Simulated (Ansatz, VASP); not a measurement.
**Cu3Ni2 in VASP and in Ansatz**

```
Cu Ni
1.0
     2.51688    0.00000    0.00000
    -1.25844    2.17969    0.00000
     0.00000    0.00000   20.88194
Cu Ni
6 4
Direct
  0.33333 0.66667 0.00000
  0.66667 0.33333 0.69899
  0.66667 0.33333 0.89784
  0.66667 0.33333 0.10216
  0.66667 0.33333 0.30101
  0.66667 0.33333 0.50000
  0.33333 0.66667 0.59951
  0.33333 0.66667 0.79862
  0.33333 0.66667 0.20138
  0.33333 0.66667 0.40049
```

Alike in both runs: functional PBE; k mesh 18 × 18 × 2; occupations gaussian, width 0.1 eV; no spin polarisation.

Ansatz relaxed the structure, and its values are those at the end. VASP's run is a single point on that final structure, the one shown.

```csv
,VASP,Ansatz
version,VASP 6.6.1,Ansatz 0.2.0
potentials or method,"VASP PAW PBE potentials, release 64 (Cu, Ni), cutoff 520 eV","scalar-relativistic, plane waves, PAW"
valence electrons in the cell,106,186
```

Ansatz gave:

```
gap on the k mesh at the Fermi level (eV) : none
pressure (GPa)                            : 0.0
rms of the force components (eV/Å)        : 0.000
```

**Question.** Which values does VASP return?

**Answer.** gap on the k mesh at the Fermi level (eV): none; pressure (GPa): 0.4; rms of the force components (eV/Å): 0.003.

A gap of «none» marks a metal or a gap that the smearing closes. VASP's potentials hold 106 valence electrons a cell and Ansatz's 186, so a difference there can come from the potentials and not from the codes.
